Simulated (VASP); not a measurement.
Set up this calculation in VASP 6.6.1, as the native input.

```yaml
Task: single point
Functional: revPBE
Potentials_or_basis: VASP PAW PBE potentials, release 64 (Al, N)
Cutoff: 600 eV
k_mesh: 8 × 8 × 8
Occupations: gaussian, width 0.01 eV
Spin: no spin polarisation
Dipole_correction: no
Further_INCAR_settings: ALGO = Normal; EDIFF = 1e-06; NBANDS = 11
```

The structure of AlN lies in POSCAR:

```
AlN
1.0
    0.0000000000      1.9690000000      1.9690000000
    1.9690000000      0.0000000000      1.9690000000
    1.9690000000      1.9690000000      0.0000000000
Al N
1 1
Direct
    0.0000000000      0.0000000000      0.0000000000
    0.5000000000      0.5000000000      0.5000000000
```

These files were run (other wordings do the same):

INCAR

```
SYSTEM = AlN
ALGO     = Normal         ! electronic algorithm
EDIFF    = 1E-6           ! SCF threshold, eV
ENCUT    = 600            ! plane-wave cutoff, eV
GGA      = RE             ! functional
GGA_COMPAT= .FALSE.      
ISIF     = 2              ! what is computed and relaxed
ISMEAR   = 0              ! smearing method
LASPH    = .TRUE.         ! aspherical terms in the spheres
LCHARG   = .TRUE.         ! write CHGCAR
LELF     = .TRUE.         ! ELF
LREAL    = .FALSE.        ! projectors in reciprocal space
LVHAR    = .TRUE.       
LWAVE    = .FALSE.        ! write WAVECAR
NBANDS   = 11             ! bands
NELM     = 120            ! most SCF steps
PREC     = Accurate       ! precision mode
SIGMA    = 0.01           ! smearing width, eV
```

KPOINTS

```
k-points
0
G
  8 8 8
  0 0 0
```

Potentials or basis: VASP PAW PBE potentials, release 64 (Al, N).

Run with:

```console
$ cat potpaw_PBE.64/Al/POTCAR potpaw_PBE.64/N/POTCAR > POTCAR
$ mpirun -np 1 vasp_std > vasp.out
```

Results of the run:

The pressure is 33.7 GPa. The band gap on the k mesh is 5.15 eV (least direct gap 6.88 eV).

Caveat: the cell stands under pressure; the PAW data sets were made with another functional, which shifts forces and pressure a little.

Run time: 4.1 s on 1 thread of AMD EPYC 9R45 96-Core Processor (Zen 5) (shared host), peak memory 0.1 GiB.
